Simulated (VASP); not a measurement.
A run of VASP 6.6.1 is set up as follows.

The input POSCAR:

```
InAs
1.0
    0.0000000000      3.0237339120      3.0237339120
    3.0237339120      0.0000000000      3.0237339120
    3.0237339120      3.0237339120      0.0000000000
In As
1 1
Direct
    0.0000000000      0.0000000000      0.0000000000
    0.2500000000      0.2500000000      0.2500000000
```

Contents of INCAR.step1:

```
PREC     = Accurate       # precision mode
ENCUT    = 520            # plane-wave cutoff, eV
ISMEAR   = -1             # smearing method
SIGMA    = 0.02           # smearing width, eV
LREAL    = False          # projectors in reciprocal space
LASPH    = True           # aspherical terms in the spheres
NELM     = 60             # most SCF steps
NBANDS   = 16             # bands
GGA      = PE             # functional
ALGO     = Normal         # electronic algorithm
EDIFF    = 1E-4           # SCF threshold, eV
LWAVE    = True           # write WAVECAR
LCHARG   = False          # write CHGCAR
```

File INCAR.step2:

```
PREC     = Accurate       # precision mode
ENCUT    = 520            # plane-wave cutoff, eV
EDIFF    = 1E-6           # SCF threshold, eV
ISMEAR   = -1             # smearing method
SIGMA    = 0.02           # smearing width, eV
LREAL    = False          # projectors in reciprocal space
LASPH    = True           # aspherical terms in the spheres
NELM     = 60             # most SCF steps
ALGO     = Normal         # electronic algorithm
ISIF     = 2              # what is computed and relaxed
LWAVE    = False          # write WAVECAR
LCHARG   = True           # write CHGCAR
METAGGA  = R2SCAN         # meta-GGA
LMIXTAU  = True         
LELF     = True           # ELF
LVHAR    = True         
NBANDS   = 16             # bands
ISTART   = 1
```

Contents of KPOINTS:

```
Automatic mesh
0
Gamma
  6 6 6
```

Potentials or basis: VASP PAW PBE potentials, release 64 (In_d, As).

Run with:

```sh
$ cat potpaw_PBE.64/In_d/POTCAR potpaw_PBE.64/As/POTCAR > POTCAR
$ cp INCAR.step1 INCAR
$ mpirun -np 1 vasp_std > vasp.out
$ cp INCAR.step2 INCAR
$ mpirun -np 1 vasp_std > vasp.out
```

(1) Predict the pressure.

(2) Predict the band gap on the k mesh.

## Answers

(1) 1.9 GPa.

(2) 0.25 eV.

Caveat: the PAW data sets were made with another functional, which shifts forces and pressure a little; spin-orbit coupling is left out, which moves the levels of the heavy elements.
